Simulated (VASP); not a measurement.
# C (I4/mmm) in VASP: a series of runs, part 2 of 2

VASP 6.6.1.

### 4 Relaxation of cell and atoms, PBE

This run uses another cell than the first one: it holds 2 atoms, not 4.

File INCAR:

```
SYSTEM = C
PREC     = Accurate       ! precision mode
ENCUT    = 600            ! plane-wave cutoff, eV
EDIFF    = 1E-6           ! SCF threshold, eV
ISMEAR   = 0              ! smearing method
SIGMA    = 0.1            ! smearing width, eV
LREAL    = .False.        ! projectors in reciprocal space
LASPH    = .True.         ! aspherical terms in the spheres
NELM     = 80             ! most SCF steps
ALGO     = Normal         ! electronic algorithm
ISIF     = 3              ! what is computed and relaxed
LWAVE    = .False.        ! write WAVECAR
LCHARG   = .False.        ! write CHGCAR
GGA      = PE             ! functional
IBRION   = 2              ! ionic algorithm
NSW      = 100            ! ionic steps
EDIFFG   = -0.01          ! ionic threshold
```

File KPOINTS:

```
regular mesh
0
Gamma
  32 32 32
  0 0 0
```

File POSCAR:

```
C
1.0
   -1.1813459534      1.1813459534      2.0548164399
    1.1813459534     -1.1813459534      2.0548164399
    1.1813459534      1.1813459534     -2.0548164399
C
2
Direct
    0.8171034473      0.8171034473      0.0000000000
    0.1828965527      0.1828965527      0.0000000000
```

Potentials or basis: VASP PAW PBE potentials, release 64 (C).

Started as:

```bash
cat potpaw_PBE.64/C/POTCAR > POTCAR
mpirun -np 1 vasp_std > vasp.out
```

OUTCAR:

```text
SYSTEM = C
   PREC = Accurate
   ENCUT = 600
   EDIFF = 1E-6
   ISMEAR = 0
   LREAL = .False.
   LASPH = .True.
   NELM = 80
   ISIF = 3
   GGA = PE
   IBRION = 2
   NSW = 100
   EDIFFG = -0.01

 ion  position               nearest neighbor table
   1  0.817  0.817  0.000-   2 1.50   2 1.76   2 1.76   2 1.76   2 1.76
   2  0.183  0.183  0.000-   1 1.50   1 1.76   1 1.76   1 1.76   1 1.76

  LATTYP: Found a body centered tetragonal cell.
 ALAT       =     2.3626919068
 C/A-ratio  =     1.7393858539

  Lattice vectors:

 A1 = (  -1.1813459534,   1.1813459534,   2.0548164399)
 A2 = (   1.1813459534,  -1.1813459534,   2.0548164399)
 A3 = (   1.1813459534,   1.1813459534,  -2.0548164399)

Analysis of symmetry for initial positions (statically):
[... 261 lines left out ...]
 fundamental gap:      0.0010199791
 Fermi energy:         9.9387071815

 k-point     1 :       0.0000    0.0000    0.0000
  band No.  band energies     occupation
      1     -11.5372      2.00000
      2       7.9002      2.00000
      3      10.0903      0.03200
      4      10.0903      0.03200
      5      16.4383      0.00000
      6      17.3191      0.00000
      7      17.3191      0.00000
      8      19.8186      0.00000
[... 243 lines left out ...]
 k-point    24 :       0.2187    0.0312    0.0000
  band No.  band energies     occupation
      1     -10.0432      2.00000
      2       4.3025      2.00000
      3       6.8709      2.00000
      4      10.0828      0.04153
      5      16.7949      0.00000
      6      17.0513      0.00000
      7      17.7226      0.00000
      8      21.2230      0.00000

 [... further k-points ...]

------------------------ aborting loop because EDIFF is reached ----------------------------------------

  FORCE on cell =-STRESS in cart. coord.  units (eV):
  Direction    XX          YY          ZZ          XY          YZ          ZX
  --------------------------------------------------------------------------------------
  -------------------------------------------------------------------------------------
  Total        0.0024068      0.0024068     -0.0070824      0.0000000      0.0000000      0.0000000
  in kB        0.3360756      0.3360756     -0.9889725      0.0000000      0.0000000      0.0000000
  external PRESSURE =      -0.1056071 kB  Pullay stress =       0.0000000 kB
[... 17 lines left out ...]
  FREE ENERGIE OF THE ION-ELECTRON SYSTEM (eV)
  ---------------------------------------------------
  free  energy   TOTEN  =       -14.4867709423 eV

  energy  without entropy=      -14.4848448732  energy(sigma->0) =      -14.48580791

 reached required accuracy - stopping structural energy minimisation
```

OSZICAR:

```text
N       E                     dE             d eps       ncg     rms          rms(c)
DAV:   1    -0.547688712726E-02   -0.54769E-02   -0.49736E+03 39320   0.106E+03
DAV:   2    -0.145716863722E+02   -0.14566E+02   -0.13898E+02 62160   0.101E+02
DAV:   3    -0.146659421315E+02   -0.94256E-01   -0.94062E-01 41056   0.101E+01
[... 15 lines left out ...]
   2 F= -.14486604E+02 E0= -.14485638E+02  d E =-.162493E-04
       N       E                     dE             d eps       ncg     rms          rms(c)
DAV:   1    -0.144868411950E+02   -0.23739E-03   -0.73702E-03 38440   0.859E-01    0.490E-02
DAV:   2    -0.144867923725E+02    0.48822E-04   -0.90215E-05 50480   0.102E-01    0.273E-02
DAV:   3    -0.144867708530E+02    0.21520E-04   -0.43777E-05 45008   0.655E-02    0.281E-03
DAV:   4    -0.144867709423E+02   -0.89318E-07   -0.25683E-06 37952   0.166E-02
   3 F= -.14486771E+02 E0= -.14485808E+02  d E =-.183430E-03
```

Wall time 4.5 min (1 thread of AMD EPYC 9R45 (Zen 5), shared host); peak memory 0.31 GiB.

Results:

| Item | Value |
| --- | --- |
| Free energy | -14.4868 eV |
| Relaxed volume | 5.74 Å³/atom |
| Relaxed cell | a = 2.647 Å, b = 2.647 Å, c = 2.647 Å, α = 126.93°, β = 126.93°, γ = 78.36° |
| Space group after relaxing (to 0.05 Å) | I4/mmm (No. 139) |
| Energy gained by relaxing | 0.1 meV/atom |
| Ionic steps | 3 |
| Pressure after relaxing | 0.0 GPa |
| Largest force after relaxing | 0.008 eV/Å |
| Band gap on the k mesh | zero (band 4 reaches 13.12 eV, above the bottom of band 5 at 6.07 eV) |

Forces in eV/Å, atoms in the order of the input:
```
C    0.000  0.000  0.008
C    0.000  0.000 -0.008
```

Stress tensor (GPa, compression positive):
```
 0.03  0.00  0.00
 0.00  0.03  0.00
 0.00  0.00 -0.10
```

The path:
```
step  energy change (eV)  largest force (eV/Å)  pressure (GPa)  volume (Å³)
   1              0.0000                0.0351            0.10        11.47
   2              0.0000                0.0488           -0.11        11.48
   3             -0.0002                0.0079           -0.01        11.47
```

Final structure:
```
CELL_PARAMETERS angstrom
-1.18239 1.18239 2.05176
1.18239 -1.18239 2.05176
1.18239 1.18239 -2.05176
ATOMIC_POSITIONS crystal
C 0.81689 0.81689 0.00000
C 0.18311 0.18311 0.00000
```

Levels at points of the mesh, in eV from the Fermi level:
```csv
k point,band 1,band 2,band 3,band 4,band 5,band 6,band 7,band 8
"(0.00, 0.00, 0.00)",-21.48,-2.04,0.15,0.15,6.50,7.38,7.38,9.88
"(0.50, 0.00, 0.00)",-15.22,-13.48,-4.70,1.58,4.82,5.99,8.87,11.20
"(0.50, 0.50, 0.00)",-11.60,-10.93,-6.33,-3.94,-3.87,2.58,14.26,14.59
"(0.50, 0.50, 0.50)",-15.16,-13.91,-3.77,-3.77,3.63,10.81,13.86,13.86
```

### 5 Summary

```csv
task,cell,k mesh,cutoff (eV),smearing,gap on the mesh (eV),pressure (GPa),largest force (eV/Å)
single point,"a = 2.365, b = 2.647, c = 4.266 Å, angles 82.8, 73.9, 63.5°, 4 atoms",10 × 10 × 10,520,gaussian 0.2 eV,none,0.3,0.01
single point,"a = 2.647 Å, angles 126.9, 126.9, 78.4°, 2 atoms",32 × 32 × 32,520,gaussian 0.1 eV,none,0.4,0.04
relaxation of cell and atoms,"relaxed from a = 2.648 Å, angles 127.0, 127.0, 78.2°, 2 atoms",32 × 32 × 32,600,gaussian 0.1 eV,none,0.0,0.01
```

Alike in all rows: level PBE; potentials or basis VASP PAW PBE potentials, release 64 (C); no spin polarisation.

Total energies depend on the potentials used, so only differences within one code and one set of settings carry meaning.
